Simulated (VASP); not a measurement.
# Al2Cu: single point with r2SCAN

Al2Cu:

```
Al Cu
1.0
     2.80973    2.80973    0.00000
    -2.88215    2.88215    0.00000
     0.00000    0.00000    5.74973
Al Cu
4 2
Direct
  0.50000 0.00000 0.24720
  0.00000 0.50000 0.25280
  0.00000 0.50000 0.74720
  0.50000 0.00000 0.75280
  0.00000 0.00000 0.50000
  0.50000 0.50000 0.00000
```

This cell differs from its parent crystal: uniaxial strain along a: -2.0 %, then relaxed in part.

```
Program                : VASP 6.6.1
Task                   : single point
Functional             : r2SCAN
Potentials or basis    : VASP PAW PBE potentials, release 64 (Al, Cu)
Cutoff                 : 520 eV
k mesh                 : 10 × 10 × 6
Occupations            : gaussian, width 0.1 eV
Spin                   : no spin polarisation
Dipole correction      : no
Further INCAR settings : ALGO = Normal; EDIFF = 1e-07; NBANDS = 26
```

| Item | Value |
| --- | --- |
| Pressure | 1.2 GPa |
| Band gap on the k mesh | zero (bands 17 and 18 overlap by 4.46 eV) |

Stress tensor (GPa, compression positive):
```
 1.91  2.07  0.00
 2.07  1.91  0.00
 0.00  0.00 -0.11
```

Levels at points of the mesh, in eV from the Fermi level:
| k point | band 14 | band 15 | band 16 | band 17 | band 18 | band 19 | band 20 | band 21 |
| --- | --- | --- | --- | --- | --- | --- | --- | --- |
| (0.00, 0.00, 0.00) | -2.35 | -1.94 | 0.61 | 1.83 | 2.83 | 2.90 | 2.91 | 3.18 |
| (0.50, 0.00, 0.00) | -3.07 | -2.82 | -2.82 | 0.22 | 0.22 | 2.58 | 2.58 | 4.56 |
| (0.00, 0.50, 0.00) | -3.15 | -2.90 | -2.90 | 0.51 | 0.51 | 3.02 | 3.02 | 4.85 |
| (0.50, 0.50, 0.00) | -3.97 | -2.26 | -2.26 | -2.18 | -2.18 | 0.54 | 0.54 | 1.70 |
| (0.00, 0.00, 0.50) | -0.79 | -0.63 | -0.63 | -0.42 | -0.42 | 1.35 | 1.35 | 2.84 |
| (0.50, 0.00, 0.50) | -4.17 | 0.47 | 0.47 | 0.54 | 0.54 | 2.98 | 2.98 | 3.04 |
| (0.00, 0.50, 0.50) | -4.19 | 0.50 | 0.50 | 0.79 | 0.79 | 3.14 | 3.14 | 3.24 |
| (0.50, 0.50, 0.50) | -3.82 | -3.79 | -3.79 | -2.64 | -2.64 | 4.37 | 4.37 | 4.48 |

It took 24 min on 1 thread of Intel(R) Xeon(R) Platinum 8488C (Sapphire Rapids), on a shared host, peak memory 0.41 GiB.

Caveat: the cell differs from its parent crystal (uniaxial strain along a: -2.0 %, then relaxed in part); the PAW data sets were made with another functional, which shifts forces and pressure a little.
